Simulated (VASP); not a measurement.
A run of VASP 6.6.1 is set up as follows.

The input INCAR:

```
SYSTEM = Se
PREC     = Accurate       ! precision mode
ENCUT    = 520            ! plane-wave cutoff, eV
EDIFF    = 1E-6           ! SCF threshold, eV
ISMEAR   = -1             ! smearing method
SIGMA    = 0.1            ! smearing width, eV
LREAL    = .False.        ! projectors in reciprocal space
LASPH    = .True.         ! aspherical terms in the spheres
NELM     = 100            ! most SCF steps
ALGO     = Normal         ! electronic algorithm
ISIF     = 2              ! what is computed and relaxed
LWAVE    = .False.        ! write WAVECAR
LCHARG   = .True.         ! write CHGCAR
GGA      = PE             ! functional
LELF     = .True.         ! ELF
LVHAR    = .True.       
NBANDS   = 13             ! bands
```

KPOINTS

```
Automatic mesh
0
Gamma
  15 15 8
  0 0 0
```

File POSCAR:

```
Se
1.0
    3.1813061431      0.0000000000      0.0000000000
   -1.5906530716      2.7550919372      0.0000000000
    0.0000000000      0.0000000000      3.8130591748
Se
2
Direct
    0.3333333333      0.6666666667      0.2500000000
    0.6666666667      0.3333333333      0.7500000000
```

Potentials or basis: VASP PAW PBE potentials, release 64 (Se).

The run is started by

```console
$ cat potpaw_PBE.64/Se/POTCAR > POTCAR
$ mpirun -np 1 vasp_std > vasp.out
```

Q: What does it give for the band gap on the k mesh?

A: Zero (band 6 reaches 10.18 eV, above the bottom of band 7 at 5.93 eV).

Q: Predict the pressure.

A: 29.2 GPa.

Stress tensor (GPa, compression positive):
```
29.16  0.00  0.00
 0.00 29.16  0.00
 0.00  0.00 29.28
```
